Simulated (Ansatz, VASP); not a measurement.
**Ti: VASP beside Ansatz**

INCAR

```
SYSTEM = Ti
ALGO = Normal
EDIFF = 1E-8
ENCUT = 400
GGA = PS
GGA_COMPAT = .False.
ISIF = 2
ISMEAR = -1
LASPH = .True.
LCHARG = .False.
LEFG = .True.
LREAL = .False.
LWAVE = .False.
NBANDS = 12
NELM = 120
PREC = Accurate
SIGMA = 0.05
```

Contents of KPOINTS:

```
k-points
0
Gamma
  14 14 14
  0 0 0
```

Contents of POSCAR:

```
Ti
1.0
   -1.6574100000      1.6574100000      1.6410000000
    1.6574100000     -1.6574100000      1.6410000000
    1.6574100000      1.6574100000     -1.6410000000
Ti
1
Direct
    0.0000000000      0.0000000000      0.0000000000
```

Input for Ansatz:

```yaml
crystal:
  lattice:
    - [-1.65741, 1.65741, 1.641]
    - [1.65741, -1.65741, 1.641]
    - [1.65741, 1.65741, -1.641]
  atoms:
    - { symbol: Ti, position: [0.0, 0.0, 0.0] }
kpoints:
  mp_grid: { grid: [14, 14, 14] }
scf:
  occupations: { method: fermi_dirac, width: 0.05 }
hamiltonian:
  xc: pbesol
  pseudopotentials: { kind: all_electron, datasets: crystal }
output:
  forces: true
  stress: true
  eigenvalues: true
  efg: { contact_densities: true }
```

Change from the starting cell: equal xx and yy strain of +1 %, crystal datasets.

Alike in both runs: task electric field gradients; functional PBEsol; k mesh 14 × 14 × 14; occupations fermi-dirac, width 0.05 eV; no spin polarisation.

|  | VASP | Ansatz |
| --- | --- | --- |
| version | VASP 6.6.1 | Ansatz 0.2.0 |
| potentials or method | VASP PAW PBE potentials, release 64 (Ti_sv), cutoff 400 eV | all-electron PAW with datasets made for the crystal, scalar-relativistic |

|  | VASP | Ansatz | Ansatz less VASP |
| --- | --- | --- | --- |
| pressure (GPa) | -9.1 | -8.4 | +0.76 |
| traceless stress, the component that is largest in VASP (GPa) | -0.21 | -0.21 | 0.000 |

VASP's potentials were made for PBE, not for PBEsol. Ansatz ran all-electron here, and VASP with PAW potentials.
